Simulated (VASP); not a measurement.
A run of VASP 6.6.1 is set up as follows.

Contents of INCAR:

```
SYSTEM = Zr3S2
  PREC = Accurate
  ENCUT = 600
  EDIFF = 1E-6
  ISMEAR = 0
  SIGMA = 0.1
  LREAL = .False.
  LASPH = .True.
  NELM = 60
  ALGO = Normal
  ISIF = 3
  LWAVE = .False.
  LCHARG = .False.
  GGA = PE
  IBRION = 2
  NSW = 90
  EDIFFG = -0.04
```

File KPOINTS:

```
regular mesh
0
Gamma
  4 4 4
  0 0 0
```

Contents of POSCAR:

```
Zr3S2
1.0
   -2.6584484600      2.6584484600      4.0730037900
    2.6584484600     -2.6584484600      4.0730037900
    2.6584484600      2.6584484600     -4.0730037900
Zr S
3 2
Direct
    0.7238064900      0.7238064900      0.0000000000
    0.2761935100      0.2761935100      0.0000000000
    0.0000000000      0.0000000000      0.0000000000
    0.7500000000      0.2500000000      0.5000000000
    0.5000000000      0.5000000000      0.0000000000
```

Potentials or basis: VASP PAW PBE potentials, release 64 (Zr_sv, S).

Command:

```console
$ cat potpaw_PBE.64/Zr_sv/POTCAR potpaw_PBE.64/S/POTCAR > POTCAR
$ mpirun -np 1 vasp_std > vasp.out
```

**Question.** Predict the band gap on the k mesh.

**Answer.** Zero (bands 24 and 25 overlap by 1.15 eV).

**Question.** Predict the space group after relaxing (to 0.1 Å).

**Answer.** I-4m2 (No. 119).

**Question.** What does it give for the relaxed volume?

**Answer.** 24.62 Å³/atom.

**Question.** Predict the relaxed cell.

**Answer.** a = 6.645 Å, b = 6.645 Å, c = 6.645 Å, α = 139.40°, β = 139.40°, γ = 58.77°.

Stress tensor (GPa, compression positive):
```
-0.24  0.00  0.00
 0.00 -0.24  0.00
 0.00  0.00 -0.01
```

Caveat: a cell axis changed by over 15 % at a fixed basis, so the end point is rough.
